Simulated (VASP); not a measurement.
Runs of VASP 6.6.1 on V. The structure is that of space group I4/mmm (No. 139), or close to it. The cells are those of the table. 

| cell | further INCAR settings | gap on the mesh (eV) | pressure (GPa) |
| --- | --- | --- | --- |
| a = 2.729, b = 2.729, c = 2.596 Å, angles 61.6, 61.6, 56.8°, 1 atom | ALGO = Fast; EDIFF = 1e-06; NBANDS = 12 | none | (b) |
| a = 2.786, b = 2.786, c = 2.522 Å, angles 63.1, 63.1, 53.8°, 1 atom | ALGO = Fast; EDIFF = 1e-06; NBANDS = 12 | none | 0.9 |
| a = 2.648, b = 2.648, c = 2.755 Å, angles 58.6, 58.6, 62.7°, 1 atom | ALGO = Fast; EDIFF = 1e-06; NBANDS = 12 | none | 2.9 |
| a = 2.984, b = 2.984, c = 2.341 Å, angles 66.9, 66.9, 46.2°, 1 atom | ALGO = Fast; EDIFF = 1e-07; NBANDS = 12 | none | 3.1 |
| a = 2.611, b = 2.611, c = 2.911 Å, angles 56.1, 56.1, 67.8°, 1 atom | ALGO = Fast; EDIFF = 1e-06; NBANDS = 12 | none | -0.8 |
| a = 2.848, b = 2.848, c = 2.456 Å, angles 64.5, 64.5, 51.1°, 1 atom | ALGO = Fast; EDIFF = 1e-06; NBANDS = 12 | none | 0.2 |
| a = 2.609, b = 2.609, c = 3.094 Å, angles 53.6, 53.6, 72.7°, 1 atom | ALGO = Fast; EDIFF = 1e-07; NBANDS = 12 | none | (a) |
| a = 2.626, b = 2.626, c = 2.829 Å, angles 57.4, 57.4, 65.2°, 1 atom | ALGO = Fast; EDIFF = 1e-06; NBANDS = 12 | none | 0.9 |

Alike in all rows: task single point; level PBE; potentials or basis VASP PAW PBE potentials, release 64 (V_sv); no spin polarisation; k mesh 24 × 24 × 24; cutoff (eV) 520; smearing gaussian 0.15 eV.

Fill in the values left out.

(a) -0.9; (b) 2.7.

A gap of «none» marks levels without a gap at the run's occupations.
